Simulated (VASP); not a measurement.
# ZrS2 (P-3m1) in VASP: notebook, part 2 of 2

VASP 6.6.1.

## (4) Single point, r2SCAN, non-collinear spin, zero start, spin-orbit coupling (epitaxial xy strain -2.0%)

File POSCAR:

```
ZrS2
1.0
    3.6009111033      0.0000000000      0.0000000000
   -1.8004555516      3.1184804922      0.0000000000
    0.0000000000      0.0000000000      5.9154248369
Zr S
1 2
Direct
    0.0000000000      0.0000000000      0.0000000000
    0.3333333333      0.6666666667      0.2495774573
    0.6666666667      0.3333333333      0.7504225427
```

File INCAR.step1:

```
SYSTEM = ZrS2
PREC = Accurate ; ENCUT = 550
ISMEAR = -1 ; SIGMA = 0.02
LREAL = .False. ; LASPH = .True.
NELM = 200 ; MAGMOM = 0 0 0 0 0 0 0 0 0
LSORBIT = .True. ; GGA_COMPAT = .False.
LMAXMIX = 4 ; NBANDS = 37
GGA = PE ; ALGO = Normal
EDIFF = 1E-5 ; LWAVE = .True.
LCHARG = .False.
```

File INCAR.step2:

```
SYSTEM = ZrS2
PREC = Accurate ; ENCUT = 550
EDIFF = 1E-6 ; ISMEAR = -1
SIGMA = 0.02 ; LREAL = .False.
LASPH = .True. ; NELM = 200
ALGO = Normal ; ISIF = 2
LWAVE = .False. ; LCHARG = .False.
MAGMOM = 0 0 0 0 0 0 0 0 0 ; LORBIT = 11
LSORBIT = .True. ; GGA_COMPAT = .False.
LORBMOM = .True. ; LMAXMIX = 4
METAGGA = R2SCAN ; LMIXTAU = .True.
NBANDS = 37 ; ISTART = 1
```

File KPOINTS:

```
Automatic mesh
0
Gamma
  12 12 4
  0 0 0
```

Potentials or basis: VASP PAW PBE potentials, release 64 (Zr_sv, S).

On the command line:

```
$ cat potpaw_PBE.64/Zr_sv/POTCAR potpaw_PBE.64/S/POTCAR > POTCAR
$ cp INCAR.step1 INCAR
$ mpirun -np 1 vasp_ncl > vasp.out
$ cp INCAR.step2 INCAR
$ mpirun -np 1 vasp_ncl > vasp.out
```

OUTCAR:

```text
SYSTEM = ZrS2
   PREC = Accurate
   ENCUT = 550
   EDIFF = 1E-6
   ISMEAR = -1
   LREAL = .False.
   LASPH = .True.
   NELM = 200
   ISIF = 2
   LORBIT = 11
   LSORBIT = .True.
   METAGGA = R2SCAN
   ISTART = 1

 ion  position               nearest neighbor table
   1  0.000  0.000  0.000-   2 2.55   3 2.55   2 2.55   3 2.55   3 2.55   2 2.55
   2  0.333  0.667  0.250-   1 2.55   1 2.55   1 2.55
   3  0.667  0.333  0.750-   1 2.55   1 2.55   1 2.55

  LATTYP: Found a hexagonal cell.
 ALAT       =     3.6009111033
 C/A-ratio  =     1.6427578097

  Lattice vectors:

 A1 = (   3.6009111033,   0.0000000000,   0.0000000000)
 A2 = (  -1.8004555516,   3.1184804922,   0.0000000000)
 A3 = (   0.0000000000,   0.0000000000,   5.9154248369)

Analysis of symmetry for initial positions (statically):
=====================================================================
 Subroutine PRICEL returns:
 Original cell was already a primitive cell.

 Routine SETGRP: Setting up the symmetry group for a
 hexagonal supercell.

 Subroutine GETGRP returns: Found 12 space group operations
 (whereof 12 operations were pure point group operations)
 out of a pool of 24 trial point group operations.

The static configuration has the point symmetry D_3d.

Analysis of symmetry for dynamics (positions and initial velocities):
=====================================================================
 Subroutine PRICEL returns:
 Original cell was already a primitive cell.

 Routine SETGRP: Setting up the symmetry group for a
 hexagonal supercell.

 Subroutine GETGRP returns: Found 12 space group operations
 (whereof 12 operations were pure point group operations)
 out of a pool of 24 trial point group operations.

The dynamic configuration has the point symmetry D_3d.

Analysis of structural, dynamic, and magnetic symmetry:
=====================================================================
 Subroutine PRICEL returns:
 Original cell was already a primitive cell.

 Routine SETGRP: Setting up the symmetry group for a
 hexagonal supercell.

 Subroutine GETGRP returns: Found 12 space group operations
 (whereof 12 operations were pure point group operations)
 out of a pool of 24 trial point group operations.

The overall configuration has the point symmetry D_3d.

 Subroutine INISYM returns: Found 12 space group operations
 (whereof 12 operations are pure point group operations),
 and found     1 'primitive' translations

----------------------------------------------------------------------------------------

                                     Primitive cell

  volume of cell :      66.4265

  direct lattice vectors                    reciprocal lattice vectors
     3.600911103  0.000000000  0.000000000     0.277707494  0.160334497  0.000000000
    -1.800455552  3.118480492  0.000000000     0.000000000  0.320668993  0.000000000
     0.000000000  0.000000000  5.915424837     0.000000000  0.000000000  0.169049566

  length of vectors
     3.600911103  3.600911103  5.915424837     0.320668993  0.320668993  0.169049566

  position of ions in fractional coordinates (direct lattice)
     0.000000000  0.000000000  0.000000000
     0.333333333  0.666666667  0.249577457
[... 1079 lines left out ...]
  Direction    XX          YY          ZZ          XY          YZ          ZX
  --------------------------------------------------------------------------------------
  -------------------------------------------------------------------------------------
  Total        1.8399063      1.8399063      0.3649960      0.0000000      0.0000000     -0.0000000
  in kB       44.3777136     44.3777136      8.8035385      0.0000000      0.0000000     -0.0000000
  external PRESSURE =      32.5196552 kB  Pullay stress =       0.0000000 kB

 VOLUME and BASIS-vectors are now :
 -----------------------------------------------------------------------------
  energy-cutoff  :      550.00
  volume of cell :       66.43
      direct lattice vectors                 reciprocal lattice vectors
     3.600911103  0.000000000  0.000000000     0.277707494  0.160334497  0.000000000
    -1.800455552  3.118480492  0.000000000     0.000000000  0.320668993  0.000000000
     0.000000000  0.000000000  5.915424837     0.000000000  0.000000000  0.169049566

 POSITION                                       TOTAL-FORCE (eV/Angst)
 -----------------------------------------------------------------------------------
      0.00000      0.00000      0.00000         0.000000      0.000000      0.000000
     -0.00000      2.07899      1.47636         0.000000      0.000000     -0.040842
      1.80046      1.03949      4.43907        -0.000000      0.000000      0.040842
 -----------------------------------------------------------------------------------
    total drift:                                0.000000     -0.000000      0.000000

  FREE ENERGIE OF THE ION-ELECTRON SYSTEM (eV)
  ---------------------------------------------------
  free  energy   TOTEN  =       -44.1765240096 eV

  energy  without entropy=      -44.1765240095  energy(sigma->0) =      -44.17652401

 orbital moment (x)

 # of ion     p       d       tot
 ----------------------------------------
  1         0.000  -0.000  -0.000
  2        -0.000   0.000  -0.000
  3        -0.000   0.000  -0.000
 ----------------------------------------
           -0.000  -0.000  -0.000

 orbital moment (y)

 # of ion     p       d       tot
 ----------------------------------------
  1         0.000   0.000   0.000
  2        -0.000   0.000  -0.000
  3        -0.000   0.000  -0.000
 ----------------------------------------
           -0.000   0.000  -0.000

 orbital moment (z)

 # of ion     p       d       tot
 ----------------------------------------
  1         0.000   0.000   0.000
  2         0.000   0.000   0.000
  3         0.000   0.000   0.000
 ----------------------------------------
            0.000   0.000   0.000

 Spin-Orbit-Coupling matrix elements

 Ion:    1  E_soc:     -0.1309970
 l=   1
     0.0000000    -0.0212804    -0.0213157
    -0.0212804     0.0000000    -0.0212804
    -0.0213157    -0.0212804     0.0000000
 l=   2
     0.0000000    -0.0001248     0.0000000    -0.0001248    -0.0003938
    -0.0001248     0.0000000    -0.0002864    -0.0001561    -0.0001248
     0.0000000    -0.0002864     0.0000000    -0.0002864     0.0000000
    -0.0001248    -0.0001561    -0.0002864     0.0000000    -0.0001248
    -0.0003938    -0.0001248     0.0000000    -0.0001248     0.0000000
 l=   3
     0.0000000     0.0000000     0.0000000     0.0000000     0.0000000     0.0000000     0.0000000
     0.0000000     0.0000000     0.0000000     0.0000000     0.0000000     0.0000000     0.0000000
     0.0000000     0.0000000     0.0000000     0.0000000     0.0000000     0.0000000     0.0000000
     0.0000000     0.0000000     0.0000000     0.0000000     0.0000000     0.0000000     0.0000000
[... 29 lines left out ...]
 l=   2
     0.0000000     0.0000000     0.0000000     0.0000000     0.0000000
     0.0000000     0.0000000     0.0000000     0.0000000     0.0000000
     0.0000000     0.0000000     0.0000000     0.0000000     0.0000000
     0.0000000     0.0000000     0.0000000     0.0000000     0.0000000
     0.0000000     0.0000000     0.0000000     0.0000000     0.0000000
 l=   3
     0.0000000     0.0000000     0.0000000     0.0000000     0.0000000     0.0000000     0.0000000
     0.0000000     0.0000000     0.0000000     0.0000000     0.0000000     0.0000000     0.0000000
     0.0000000     0.0000000     0.0000000     0.0000000     0.0000000     0.0000000     0.0000000
     0.0000000     0.0000000     0.0000000     0.0000000     0.0000000     0.0000000     0.0000000
     0.0000000     0.0000000     0.0000000     0.0000000     0.0000000     0.0000000     0.0000000
     0.0000000     0.0000000     0.0000000     0.0000000     0.0000000     0.0000000     0.0000000
     0.0000000     0.0000000     0.0000000     0.0000000     0.0000000     0.0000000     0.0000000

 total charge

# of ion       s       p       d       tot
------------------------------------------
    1        2.170   6.032   1.412   9.614
    2        1.337   2.449   0.000   3.785
    3        1.337   2.449   0.000   3.785
--------------------------------------------------
tot          4.843  10.929   1.412  17.185

 magnetization (x)

# of ion       s       p       d       tot
------------------------------------------
    1       -0.000   0.000  -0.000  -0.000
    2        0.000   0.000   0.000   0.000
    3        0.000   0.000   0.000   0.000
--------------------------------------------------
tot          0.000   0.000  -0.000   0.000

 magnetization (y)

# of ion       s       p       d       tot
------------------------------------------
    1        0.000   0.000   0.000   0.000
    2       -0.000   0.000   0.000  -0.000
    3       -0.000   0.000   0.000  -0.000
--------------------------------------------------
tot         -0.000   0.000   0.000  -0.000

 magnetization (z)

# of ion       s       p       d       tot
------------------------------------------
    1       -0.000   0.000  -0.000  -0.000
    2        0.000   0.000   0.000   0.000
    3        0.000   0.000   0.000   0.000
--------------------------------------------------
tot         -0.000   0.000  -0.000  -0.000
```

Wall time 55 min (1 thread of Oxide Virtual Turin-like, shared host); peak memory 0.54 GiB.

What came out:

* Free energy: -44.1765 eV
* Pressure: 3.3 GPa
* Largest force: 0.041 eV/Å
* Net moment: 0.00 μB per cell
* Valence electrons inside the program's atomic spheres: Zr 9.61; S 3.79

Forces in eV/Å, atoms in the order of the input:
```
Zr   0.000  0.000  0.000
S    0.000  0.000 -0.041
S    0.000  0.000  0.041
```

Moments on the atoms (μB; x, y, z):
```
Zr  0.00 0.00 0.00
S   0.00 0.00 0.00
S   0.00 0.00 0.00
```

Caveat: the cell differs from its parent crystal (epitaxial xy strain -2.0%); the cell stands under pressure; the PAW data sets were made with another functional, which shifts forces and pressure a little.

## (5) The runs side by side

| level | spin | cell | k mesh | cutoff (eV) | smearing | grid for exact exchange (PRECFOCK) | share of exact exchange | screening parameter | gap on the mesh (eV) | pressure (GPa) | largest force (eV/Å) |
| --- | --- | --- | --- | --- | --- | --- | --- | --- | --- | --- | --- |
| HSE06 | off | a = 3.748, b = 3.748, c = 5.798 Å, angles 90.0, 90.0, 120.0°, 3 atoms, atomic positions A | 6 × 6 × 4 | 400 | gaussian 0.01 eV | Normal | 0.25 | 0.2079 1/Å | 1.77 | -2.1 | 0.18 |
| HSE06 | off | a = 3.674, b = 3.674, c = 5.857 Å, angles 90.0, 90.0, 120.0°, 3 atoms, atomic positions B | 6 × 6 × 4 | 400 | gaussian 0.01 eV | Normal | 0.25 | 0.2079 1/Å | 1.68 | 0.0 | 0.18 |
| r2SCAN | non-collinear, zero start, SOC | a = 3.601, b = 3.601, c = 5.915 Å, angles 90.0, 90.0, 120.0°, 3 atoms, atomic positions C | 12 × 12 × 4 | 550 | fermi-dirac 0.02 eV | - | - | - | - | 3.3 | 0.04 |

Alike in all rows: task single point; potentials or basis VASP PAW PBE potentials, release 64 (Zr_sv, S).

Caveats: the PAW data sets were made with another functional, which shifts forces and pressure a little; this functional lacks dispersion, which binds layers or chains, so the pressure and a relaxed spacing across them are unreliable (at least some runs); the cell stands under pressure (at least some runs).

Total energies depend on the potentials used, so only differences within one code and one set of settings carry meaning.
